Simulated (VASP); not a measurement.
A run of VASP 6.6.1:

The input INCAR:

```
SYSTEM = Al3B2Sb
PREC = Accurate
ENCUT = 600
EDIFF = 1E-7
ISMEAR = 0
SIGMA = 0.1
LREAL = .FALSE.
LASPH = .TRUE.
NELM = 60
ALGO = Normal
ISIF = 3
LWAVE = .FALSE.
LCHARG = .FALSE.
GGA = PE
IBRION = 2
NSW = 100
EDIFFG = -0.01
```

KPOINTS

```
Automatic mesh
0
G
  12 12 6
  0 0 0
```

File POSCAR:

```
Al3B2Sb
1.0
    4.9860939939      0.0000000000      0.0000000000
   -2.4930469970      4.3180840644      0.0000000000
    0.0000000000      0.0000000000      6.0909173144
Al B Sb
3 2 1
Direct
    0.5000000000      0.0000000000      0.0000000000
    0.0000000000      0.5000000000      0.0000000000
    0.5000000000      0.5000000000      0.0000000000
    0.0000000000      0.0000000000      0.8663889517
    0.0000000000      0.0000000000      0.1336110483
    0.0000000000      0.0000000000      0.5000000000
```

Potentials or basis: VASP PAW PBE potentials, release 64 (Al, B, Sb).

The run is started by

```sh
$ cat potpaw_PBE.64/Al/POTCAR potpaw_PBE.64/B/POTCAR potpaw_PBE.64/Sb/POTCAR > POTCAR
$ mpirun -np 1 vasp_std > vasp.out
```

Hardware: 1 thread of Intel(R) Xeon(R) Platinum 8124M CPU @ 3.00GHz (Skylake/Cascade Lake) (shared host).

Estimate the wall time of this run.

It took 6.2 min on 1 thread of Intel(R) Xeon(R) Platinum 8124M CPU @ 3.00GHz (Skylake/Cascade Lake) (shared host), peak memory 0.42 GiB. Counts: scf iterations 44, k points 76, ion steps 5.
